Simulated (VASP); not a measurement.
# NiPNF: single point with r2SCAN+U

Crystal: NiPNF.

```
CELL_PARAMETERS angstrom
3.50804 0.00000 0.00000
0.00000 3.50804 0.00000
0.00000 0.00000 7.97756
ATOMIC_POSITIONS crystal
N 0.25000 0.25000 0.33343
N 0.75000 0.75000 0.66657
Ni 0.25000 0.75000 0.00000
Ni 0.75000 0.25000 0.00000
P 0.75000 0.75000 0.14440
P 0.25000 0.25000 0.85560
F 0.25000 0.75000 0.50000
F 0.75000 0.25000 0.50000
```

| Property | Result |
| --- | --- |
| Program | VASP 6.6.1 |
| Task | single point |
| Functional | r2SCAN |
| Potentials or basis | VASP PAW PBE potentials, release 64 (N, Ni, P, F) |
| Cutoff | 520 eV |
| k mesh | 7 × 7 × 3 |
| Occupations | fermi-dirac, width 0.1 eV |
| Spin | no spin polarisation |
| Hubbard terms | Ni d U = 4.58 eV |
| Dipole correction | no |
| Further INCAR settings | ALGO = Normal; EDIFF = 1e-06; NBANDS = 37 |

The pressure is -0.5 GPa. The largest force is 2.706 eV/Å, the band gap on the k mesh is zero (bands 27 and 28 overlap by 0.81 eV) and the valence electrons inside the program's atomic spheres are N 3.19; Ni 10.12; P 2.44; F 5.91.

Forces in eV/Å, atoms in the order of the input:
```
N    0.000  0.000  0.031
N    0.000  0.000 -0.031
Ni   0.000  0.000  0.000
Ni   0.000  0.000  0.000
P    0.000  0.000  2.706
P    0.000  0.000 -2.706
F    0.000  0.000  0.000
F    0.000  0.000  0.000
```

Stress tensor (GPa, compression positive):
```
 2.03  0.00  0.00
 0.00  2.03  0.00
 0.00  0.00 -5.48
```

Levels at points of the mesh, in eV from the Fermi level:
```tsv
k point	band 23	band 24	band 25	band 26	band 27	band 28	band 29	band 30	band 31	band 32
(0.00, 0.00, 0.00)	-1.15	-1.15	-0.84	-0.46	-0.32	-0.32	-0.01	0.75	0.75	2.89
```

Eigenvalues of the final occupation matrices:
| site | spin | trace | eigenvalues |
| --- | --- | --- | --- |
| site 3 d | 1 | 4.43 | 0.87 0.88 0.88 0.88 0.92 |
| site 3 d | 2 | 4.43 | 0.87 0.88 0.88 0.88 0.92 |
| site 4 d | 1 | 4.43 | 0.87 0.88 0.88 0.88 0.92 |
| site 4 d | 2 | 4.43 | 0.87 0.88 0.88 0.88 0.92 |

It took 3.4 min on 1 thread of Intel(R) Xeon(R) Platinum 8488C (Sapphire Rapids) (shared host), peak memory 0.25 GiB.

Caveat: the PAW data sets were made with another functional, which shifts forces and pressure a little; the run has no spin polarisation, though such a crystal can be magnetic; U without spin polarisation on a metal has little footing. Spin polarisation is off, so any magnetic state and its effect on volume and gap are missing.
